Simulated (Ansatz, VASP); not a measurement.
## Cd4Se in VASP and in Ansatz

```xyz
5
Lattice="-2.1522 2.1522 7.1392 2.1522 -2.1522 7.1392 2.1522 2.1522 -7.1392" Properties=species:S:1:pos:R:3 pbc="T T T"
Cd    0.0000    2.1522    5.0373
Cd    2.1522    0.0000    5.0373
Cd    2.1522    0.0000    2.1019
Cd    0.0000    2.1522    2.1019
Se    0.0000    0.0000    0.0000
```

Alike in both runs: functional PBE; k mesh 10 × 10 × 10; occupations gaussian, width 0.1 eV; no spin polarisation.

Ansatz relaxed the structure, and its values are those at the end. VASP's run is a single point on that final structure, the one shown.

|  | VASP | Ansatz |
| --- | --- | --- |
| version | VASP 6.6.1 | Ansatz 0.2.0 |
| potentials or method | VASP PAW PBE potentials, release 64 (Cd, Se), cutoff 520 eV | scalar-relativistic, plane waves, PAW |
| valence electrons in the cell | 54 | 96 |

VASP gave:

| Property | Result |
| --- | --- |
| gap on the k mesh at the Fermi level (eV) | none |
| pressure (GPa) | 0.2 |

Which values does Ansatz return?

gap on the k mesh at the Fermi level (eV): none; pressure (GPa): 0.0.

A gap of «none» marks a metal or a gap that the smearing closes. With one functional, cell and mesh, what is left measures potentials, basis and numerics. VASP's potentials hold 54 valence electrons a cell and Ansatz's 96, so a difference there can come from the potentials and not from the codes.
